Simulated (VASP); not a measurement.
**CoO: single point with PBE**

CoO:

```
Co O
1.0
     2.55800    0.00000    0.00000
     0.00000    2.55800    0.00000
     0.00000    0.00000    2.55800
Co O
1 1
Direct
  0.00000 0.00000 0.00000
  0.50000 0.50000 0.50000
```

```
Program             : VASP 6.6.1
Task                : single point
Functional          : PBE
Potentials or basis : VASP PAW PBE potentials, release 64 (Co, O)
Cutoff              : 520 eV
k mesh              : 8 × 8 × 8
Occupations         : gaussian, width 0.1 eV
Spin                : collinear spin, ferromagnetic start
Starting moments    : [3.0, 0.0] μB
```

The pressure is 15.1 GPa, the band gap on the k mesh is zero (filled and empty bands overlap) and the net moment is 3.00 μB per cell. The site moments are Co +2.49; O +0.46 μB and the valence electrons inside the program's atomic spheres are Co 7.92; O 4.96.

Levels at points of the mesh, in eV from the Fermi level:
Spin up:
```tsv
k point	band 7	band 8	band 9	band 10	band 11	band 12
(0.00, 0.00, 0.00)	-2.50	-2.50	-2.50	1.18	15.89	15.89
(0.50, 0.00, 0.00)	-1.58	-0.24	-0.24	6.63	8.69	16.61
(0.50, 0.50, 0.00)	-3.14	-2.03	-1.54	6.10	11.76	11.76
(0.50, 0.50, 0.50)	-0.20	-0.20	-0.20	6.97	6.97	6.97
```
Spin down:
```
           k point  band 4  band 5  band 6  band 7  band 8  band 9
(0.00, 0.00, 0.00)   -2.19   -2.19   -2.19    0.51    0.51    0.51
(0.50, 0.00, 0.00)   -3.21   -2.30    0.54    0.61    1.93    1.93
(0.50, 0.50, 0.00)   -2.34   -1.15   -0.43   -0.30   -0.30    0.75
(0.50, 0.50, 0.50)   -6.66    0.80    0.80    2.26    2.26    2.26
```

It took 13 s on 1 thread of Intel(R) Xeon(R) 6975P-C (Granite Rapids) (shared host), peak memory 0.14 GiB.

Caveat: the cell stands under pressure; a cell with one magnetic atom can't hold antiferromagnetic order, which such compounds often take; semilocal functionals often make such compounds metallic where correlation or magnetic order opens a gap, which also shifts bond lengths. With open d or f shells a metallic result of PBE can be an artefact of self-interaction; +U or a hybrid may open a gap.
